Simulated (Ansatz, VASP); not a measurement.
Two plane-wave programs on TeW

```xyz
2
Lattice="2.9547 0.0000 0.0000 -1.4774 2.5589 0.0000 0.0000 0.0000 5.7028" Properties=species:S:1:pos:R:3 pbc="T T T"
Te    0.0000    0.0000    0.9889
W     0.0000    0.0000    3.8404
```

Alike in both runs: functional PBE; k mesh 7 × 7 × 3; occupations gaussian, width 0.2 eV; no spin polarisation.

Ansatz relaxed the structure, and its values are those at the end. VASP's run is a single point on that final structure, the one shown.

```csv
,VASP,Ansatz
version,VASP 6.6.1,Ansatz 0.2.0
potentials or method,"VASP PAW PBE potentials, release 64 (Te, W_sv), cutoff 500 eV","scalar-relativistic, plane waves, PAW"
valence electrons in the cell,20,30
```

|  | VASP | Ansatz | Ansatz less VASP |
| --- | --- | --- | --- |
| gap on the k mesh at the Fermi level (eV) | none | none | - |
| pressure (GPa) | 0.0 | 0.0 | -0.02 |

A gap of «none» marks a metal or a gap that the smearing closes. The functional is the same, so the differences come from potentials, cutoffs and numerics. VASP's potentials hold 20 valence electrons a cell and Ansatz's 30, so a difference there can come from the potentials and not from the codes.

The k mesh is coarse, so the values compare programs but aren't converged. Spin-orbit coupling is off throughout.
